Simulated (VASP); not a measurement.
## Ti: single point with BLYP

The system is Ti.

```
CELL_PARAMETERS angstrom
0.00000 2.91283 2.91283
2.91283 0.00000 2.91283
2.91283 2.91283 0.00000
ATOMIC_POSITIONS crystal
Ti 0.12500 0.12500 0.12500
Ti 0.87500 0.87500 0.87500
```

```
Program             : VASP 6.6.1
Task                : single point
Functional          : BLYP
Potentials or basis : VASP PAW PBE potentials, release 64 (Ti_sv)
Cutoff              : 520 eV
k mesh              : 11 × 11 × 11
Occupations         : fermi-dirac, width 0.1 eV
Spin                : no spin polarisation
```

* Pressure: 0.0 GPa
* Band gap on the k mesh: zero (band 12 reaches 5.23 eV, above the bottom of band 13 at 5.07 eV)

Levels at points of the mesh, in eV from the Fermi level:
```csv
k point,band 8,band 9,band 10,band 11,band 12,band 13,band 14,band 15,band 16,band 17
"(0.00, 0.00, 0.00)",-32.44,-4.47,-0.50,-0.50,-0.12,-0.12,-0.12,1.56,1.56,1.56
```

It took 62 s on 1 thread of Intel(R) Xeon(R) Platinum 8259CL CPU @ 2.50GHz (Skylake/Cascade Lake), on a shared host, peak memory 0.19 GiB.

Caveat: the PAW data sets were made with another functional, which shifts forces and pressure a little.
